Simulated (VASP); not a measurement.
# TiAl3 (Cm) in VASP: single point with PBEsol

Aim: the single point of TiAl3 with PBEsol.

Everything below comes from runs of VASP 6.6.1. Logs are shortened: lines on timing, memory, paths and dates and some standing lists are left out, and cuts for length are marked.

## (1) The cell of the first run

The structure is monoclinic, space group Cm (No. 8). Conventional cell: a = 5.584 Å, b = 5.584 Å, c = 11.990 Å, α = 90.00°, β = 98.93°, γ = 90.00°. Ti (site symmetry m) has 12 Al at 2.46 to 3.36 Å within 3.4 Å. Within 3.7 Å of Ti (site symmetry m) lie 12 Al at 2.79 Å. Ti (site symmetry m) has 12 Al at 2.79 Å within 3.7 Å. Within 3.4 Å of Al (site symmetry 1) lie 4 Ti at 2.46 to 3.36 Å and 8 Al at 2.46 to 3.36 Å. Within 3.7 Å of Al (site symmetry 1) lie 8 Al at 2.79 Å and 4 Ti at 2.79 Å. Within 3.7 Å of Al (site symmetry 1) lie 4 Ti at 2.79 Å and 8 Al at 2.79 Å. Al (site symmetry m) has 4 Ti at 2.79 Å and 8 Al at 2.79 Å within 3.7 Å. Within 3.4 Å of Al (site symmetry m) lie 8 Al at 2.46 to 3.36 Å and 4 Ti at 2.79 Å.

## (2) Single point, PBEsol

Contents of INCAR:

```
SYSTEM = TiAl3
ALGO = Normal
EDIFF = 1E-6
ENCUT = 500
GGA = PS
GGA_COMPAT = .FALSE.
ISIF = 2
ISMEAR = 0
LASPH = .TRUE.
LCHARG = .TRUE.
LELF = .TRUE.
LREAL = .FALSE.
LVHAR = .TRUE.
LWAVE = .FALSE.
NBANDS = 44
NELM = 120
PREC = Accurate
SIGMA = 0.15
```

Contents of KPOINTS:

```
k-points
0
G
  12 12 4
  0 0 0
```

Contents of POSCAR:

```
TiAl3
1.0
    0.0000000000     -3.9483448101      0.0000000000
    0.0000000000      0.0000000000     -3.9483448101
   11.8450344303     -1.3159833252      1.3159833252
Ti Al
3 9
Direct
   -0.0277750000      1.0277750000      0.0833333333
   -0.1388750000      1.1388750000      0.4166666667
   -0.2499750000      1.2499750000      0.7500000000
    0.1944750000      0.3055250000      0.9166666667
    0.4166750000      0.0833250000      0.2500000000
    0.3055750000      0.1944250000      0.5833333333
   -0.3055250000      0.8055250000      0.9166666667
   -0.0833250000      0.5833250000      0.2500000000
   -0.1944250000      0.6944250000      0.5833333333
    0.2500250000      0.7499750000      0.7500000000
    0.4722250000      0.5277750000      0.0833333333
    0.3611250000      0.6388750000      0.4166666667
```

Potentials or basis: VASP PAW PBE potentials, release 64 (Ti_sv, Al).

Launch:

```sh
> cat potpaw_PBE.64/Ti_sv/POTCAR potpaw_PBE.64/Al/POTCAR > POTCAR
> mpirun -np 1 vasp_std > vasp.out
```

OUTCAR:

```text
SYSTEM = TiAl3
   EDIFF = 1E-6
   ENCUT = 500
   GGA = PS
   ISIF = 2
   ISMEAR = 0
   LASPH = .TRUE.
   LREAL = .FALSE.
   NELM = 120
   PREC = Accurate

 ion  position               nearest neighbor table
   1  0.972  0.028  0.083-   4 2.46   7 2.46  11 2.79  11 2.79  11 2.79  11 2.79   8 2.79   5 2.79
                             8 2.79   5 2.79
   2  0.861  0.139  0.417-   6 2.79   9 2.79   9 2.79   6 2.79  12 2.79  12 2.79  12 2.79  12 2.79
                             5 2.79   8 2.79   8 2.79   5 2.79
   3  0.750  0.250  0.750-  10 2.79  10 2.79  10 2.79  10 2.79   9 2.79   6 2.79   7 2.79   4 2.79
                             4 2.79   7 2.79   6 2.79   9 2.79
   4  0.194  0.306  0.917-   1 2.46  11 2.46   7 2.79   7 2.79   7 2.79   7 2.79   3 2.79  10 2.79
                            10 2.79   3 2.79  11 3.36
   5  0.417  0.083  0.250-   8 2.79   8 2.79   8 2.79   8 2.79  12 2.79   2 2.79  11 2.79   1 2.79
                            11 2.79   1 2.79  12 2.79   2 2.79
   6  0.306  0.194  0.583-   2 2.79  12 2.79   2 2.79  12 2.79   9 2.79   9 2.79   9 2.79   9 2.79
                            10 2.79   3 2.79   3 2.79  10 2.79
   7  0.694  0.806  0.917-   1 2.46  11 2.46   4 2.79   4 2.79   4 2.79   4 2.79   3 2.79  10 2.79
                            10 2.79   3 2.79  11 3.36
   8  0.917  0.583  0.250-   5 2.79   5 2.79   5 2.79   5 2.79  12 2.79   2 2.79  11 2.79   1 2.79
                            11 2.79   1 2.79  12 2.79   2 2.79
   9  0.806  0.694  0.583-   2 2.79  12 2.79  12 2.79   2 2.79   6 2.79   6 2.79   6 2.79   6 2.79
                            10 2.79   3 2.79   3 2.79  10 2.79
  10  0.250  0.750  0.750-   3 2.79   3 2.79   3 2.79   3 2.79   9 2.79   6 2.79   7 2.79   4 2.79
                             7 2.79   4 2.79   9 2.79   6 2.79
  11  0.472  0.528  0.083-   4 2.46   7 2.46   1 2.79   1 2.79   1 2.79   1 2.79   8 2.79   5 2.79
                             5 2.79   8 2.79   7 3.36   4 3.36
  12  0.361  0.639  0.417-   6 2.79   9 2.79   6 2.79   9 2.79   2 2.79   2 2.79   2 2.79   2 2.79
                             5 2.79   8 2.79   5 2.79   8 2.79

  LATTYP: Found a base centered monoclinic cell.
 ALAT       =     5.5838027794
 B/A-ratio  =     1.0000000000
 C/A-ratio  =     2.1473446137
 COS(beta)  =    -0.1552149561

  Lattice vectors:

 A1 = (   0.0000000000,   0.0000000000,  -3.9483448101)
 A2 = (   0.0000000000,   3.9483448101,   0.0000000000)
 A3 = (  11.8450344303,  -1.3159833252,   1.3159833252)

Analysis of symmetry for initial positions (statically):
=====================================================================
 Subroutine PRICEL returns:
 Original cell was already a primitive cell.

 Routine SETGRP: Setting up the symmetry group for a
 base centered monoclinic supercell.

 Subroutine GETGRP returns: Found  2 space group operations
 (whereof  2 operations were pure point group operations)
 out of a pool of  4 trial point group operations.

The static configuration has the point symmetry C_1h.

[... 154 lines left out ...]
  Fermi-wavevector in a.u.,A,eV,Ry     =   1.143930  2.161715 17.804261  1.308576
  Thomas-Fermi vector in A             =   2.280624
   LORBIT       =      0    0 simple, 1 ext, 2 COOP (PROOUT), +10 PAW based schemes
   GGA     = PS    functional components
   LHFCALC =     F    Hartree Fock is set to
   AEXX    =    0.0000 exact exchange contribution
   IVDW    =     0    specifies the selected vdW correction
   LEPSILON=     F    determine dielectric tensor
   LRPA    =     F    only Hartree local field effects (RPA)
 non-spin polarized calculation
 Gauss-broadening in eV      SIGMA  =   0.15
  energy-cutoff  :      500.00
  volume of cell :      184.66
 maximum number of plane-waves:      4712
 NGX is ok and might be reduce to    30
   NGX = 15   NGY = 15   NGZ = 43

 number of electron      62.9999995 magnetization

 Free energy of the ion-electron system (eV)
  ---------------------------------------------------
  ext. energy  EPLUGINS =         0.00000000
  ---------------------------------------------------
  free energy    TOTEN  =       -65.02637532 eV

  energy without entropy =      -64.96008735  energy(sigma->0) =      -64.99323134

 E-fermi :   8.8959     XC(G=0): -10.9281

 val. band max:        8.8932962635   @ k =   0.3333   0.0000   0.0000
 cond. band min:       8.8986384681   @ k =   0.3333   0.0833   0.2500
 fundamental gap:      0.0053422045
 Fermi energy:         8.8959251139

 k-point     1 :       0.0000    0.0000    0.0000
  band No.  band energies     occupation
      1     -47.8059      2.00000
      2     -47.6185      2.00000
      3     -47.4830      2.00000
      4     -24.2298      2.00000
      5     -24.2087      2.00000
      6     -24.2060      2.00000
[... 1093 lines left out ...]
     42      11.3537      0.00000
     43      11.4623      0.00000

 [... further k-points ...]

 [bands above 43 left out]

------------------------ aborting loop because EDIFF is reached ----------------------------------------

  FORCE on cell =-STRESS in cart. coord.  units (eV):
  Direction    XX          YY          ZZ          XY          YZ          ZX
  --------------------------------------------------------------------------------------
  -------------------------------------------------------------------------------------
  Total       11.8280979      0.3070992      0.3070992     -2.4295631      0.5787405      2.4295633
  in kB      102.6263819      2.6645430      2.6645430    -21.0800820      5.0214370     21.0800832
  external PRESSURE =      35.9851560 kB  Pullay stress =       0.0000000 kB

 VOLUME and BASIS-vectors are now :
 -----------------------------------------------------------------------------
  energy-cutoff  :      500.00
  volume of cell :      184.66
      direct lattice vectors                 reciprocal lattice vectors
     0.000000000 -3.948344810  0.000000000    -0.028138373 -0.253270686  0.000000000
     0.000000000  0.000000000 -3.948344810     0.028138373  0.000000000 -0.253270686
    11.845034430 -1.315983325  1.315983325     0.084423562  0.000000000  0.000000000

 POSITION                                       TOTAL-FORCE (eV/Angst)
 -----------------------------------------------------------------------------------
      0.98709     -3.94834     -0.00000         3.320222     -0.928561      0.928561
      4.93543     -3.94834      0.00000        -0.001509      0.006725     -0.006725
      8.88378     -3.94834     -0.00000        -1.179313      0.211123     -0.211123
     10.85795     -1.97417      0.00000        -1.820449      0.538435     -0.593440
      2.96126     -1.97417     -0.00000        -0.095972      0.075432      0.039125
      6.90960     -1.97417     -0.00000         0.023748     -0.026257     -0.016015
     10.85795     -3.94834     -1.97417        -1.820449      0.593440     -0.538435
      2.96126     -3.94834     -1.97417        -0.095972     -0.039125     -0.075432
      6.90960     -3.94834     -1.97417         0.023748      0.016015      0.026257
      8.88378     -1.97417     -1.97417         0.231203     -0.059037      0.059037
      0.98709     -1.97417     -1.97417         1.391979     -0.404088      0.404088
      4.93543     -1.97417     -1.97417         0.022764      0.015897     -0.015897
 -----------------------------------------------------------------------------------
    total drift:                                0.000086     -0.000125      0.000125

  FREE ENERGIE OF THE ION-ELECTRON SYSTEM (eV)
  ---------------------------------------------------
  free  energy   TOTEN  =       -65.0263753187 eV

  energy  without entropy=      -64.9600873514  energy(sigma->0) =      -64.99323134
```

OSZICAR:

```text
N       E                     dE             d eps       ncg     rms          rms(c)
DAV:   1     0.553521129609E+03    0.55352E+03   -0.26690E+04 14456   0.136E+03
DAV:   2     0.246150114818E+00   -0.55327E+03   -0.53384E+03 14520   0.403E+02
DAV:   3    -0.632214313976E+02   -0.63468E+02   -0.61064E+02 22192   0.118E+02
DAV:   4    -0.709643658079E+02   -0.77429E+01   -0.76158E+01 22944   0.336E+01
DAV:   5    -0.713168257337E+02   -0.35246E+00   -0.35199E+00 19872   0.685E+00    0.200E+01
DAV:   6    -0.676930799502E+02    0.36237E+01   -0.70893E+01 19608   0.441E+01    0.131E+01
DAV:   7    -0.657920937310E+02    0.19010E+01   -0.36554E+01 19232   0.318E+01    0.730E+00
DAV:   8    -0.654589688054E+02    0.33312E+00   -0.32027E+00 20640   0.105E+01    0.524E+00
DAV:   9    -0.650453413281E+02    0.41363E+00   -0.19373E+00 21536   0.752E+00    0.166E+00
DAV:  10    -0.650355780140E+02    0.97633E-02   -0.19498E-01 20760   0.223E+00    0.110E+00
DAV:  11    -0.650337816640E+02    0.17964E-02   -0.65454E-02 20344   0.170E+00    0.835E-01
DAV:  12    -0.650269000449E+02    0.68816E-02   -0.42004E-02 19660   0.128E+00    0.242E-01
DAV:  13    -0.650264481451E+02    0.45190E-03   -0.53769E-03 18772   0.422E-01    0.965E-02
DAV:  14    -0.650264198573E+02    0.28288E-04   -0.93791E-04 21704   0.160E-01    0.595E-02
DAV:  15    -0.650263777168E+02    0.42140E-04   -0.35038E-04 19488   0.977E-02    0.179E-02
DAV:  16    -0.650263759516E+02    0.17653E-05   -0.13092E-05 17524   0.217E-02    0.934E-03
DAV:  17    -0.650263753187E+02    0.63287E-06   -0.27685E-06 14764   0.102E-02
   1 F= -.65026375E+02 E0= -.64993231E+02  d E =-.662880E-01
```

Wall time 17 min (1 thread of Intel Xeon 6975P-C (Granite Rapids), shared host); peak memory 0.92 GiB.

What came out:

| Item | Value |
| --- | --- |
| Free energy | -65.0264 eV |
| Pressure | 3.6 GPa |
| Largest force | 3.570 eV/Å |
| Band gap on the k mesh | zero (an odd number of electrons rules out a gap without spin polarisation) |

Forces on the atoms (eV/Å):
```
Ti   3.320 -0.929  0.929
Ti  -0.002  0.007 -0.007
Ti  -1.179  0.211 -0.211
Al  -1.820  0.538 -0.593
Al  -0.096  0.075  0.039
Al   0.024 -0.026 -0.016
Al  -1.820  0.593 -0.538
Al  -0.096 -0.039 -0.075
Al   0.024  0.016  0.026
Al   0.231 -0.059  0.059
Al   1.392 -0.404  0.404
Al   0.023  0.016 -0.016
```

Caveat: the cell stands under pressure; the PAW data sets were made with another functional, which shifts forces and pressure a little.
